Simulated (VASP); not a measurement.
Runs of VASP 6.6.1 on Mg2NCl. The structure is that of space group R-3m (No. 166), or close to it. The cells are those of the table. 

```tsv
cell	gap on the mesh (eV)	pressure (GPa)	largest force (eV/Å)
a = 6.354 Å, angles 30.6°, 4 atoms	2.00	-7.5	0.15
a = 6.456 Å, angles 30.6°, 4 atoms	1.71	-10.3	0.32
a = 6.084 Å, angles 30.6°, 4 atoms	2.89	4.5	0.44
a = 6.249 Å, angles 30.6°, 4 atoms	2.32	-3.6	0.05
a = 6.140 Å, angles 30.6°, 4 atoms	2.69	1.4	0.30
a = 6.405 Å, angles 30.6°, 4 atoms	1.85	(b)	0.24
a = 6.505 Å, angles 30.6°, 4 atoms	1.58	-11.5	0.39
a = 6.302 Å, angles 30.6°, 4 atoms	2.15	-5.7	0.06
a = 6.195 Å, angles 30.6°, 4 atoms	2.50	(a)	0.17
```

Alike in all rows: task single point; level PBEsol+D3(BJ); potentials or basis VASP PAW PBE potentials, release 64 (Mg, N, Cl); no spin polarisation; k mesh 7 × 7 × 7; cutoff (eV) 520; smearing fermi-dirac 0.3 eV.

Estimate the missing entries.

(a) -1.3; (b) -9.0.

Caveats: three body term missing; the PAW data sets were made with another functional, which shifts forces and pressure a little.

A k mesh can miss the band edges.
